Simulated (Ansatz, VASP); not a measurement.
**Mg2Te3O in VASP and in Ansatz**

```
Mg Te O
1.0
     3.76482   -5.86339    0.00000
     3.76482    5.86339    0.00000
     0.00000    0.00000    4.35314
Mg Te O
2 3 1
Direct
  0.72934 0.72934 0.50000
  0.27066 0.27066 0.50000
  0.68524 0.31476 0.50000
  0.31476 0.68524 0.50000
  0.00000 0.00000 0.00000
  0.00000 0.00000 0.50000
```

Alike in both runs: functional PBE; k mesh 6 × 6 × 10; occupations gaussian, width 0.1 eV; no spin polarisation.

Ansatz relaxed the structure, and its values are those at the end. VASP's run is a single point on that final structure, the one shown.

|  | VASP | Ansatz |
| --- | --- | --- |
| version | VASP 6.6.1 | Ansatz 0.2.0 |
| potentials or method | VASP PAW PBE potentials, release 64 (Mg, Te, O), cutoff 520 eV | scalar-relativistic, plane waves, PAW |
| valence electrons in the cell | 28 | 74 |

VASP gave:

- gap on the k mesh at the Fermi level (eV): none
- pressure (GPa): -0.1
- rms of the force components (eV/Å): 0.006

**Question.** Estimate Ansatz's values.

**Answer.** gap on the k mesh at the Fermi level (eV): none; pressure (GPa): 0.0; rms of the force components (eV/Å): 0.001.

A gap of «none» marks a metal or a gap that the smearing closes. VASP's potentials hold 28 valence electrons a cell and Ansatz's 74, so a difference there can come from the potentials and not from the codes.

Spin-orbit coupling is off throughout.
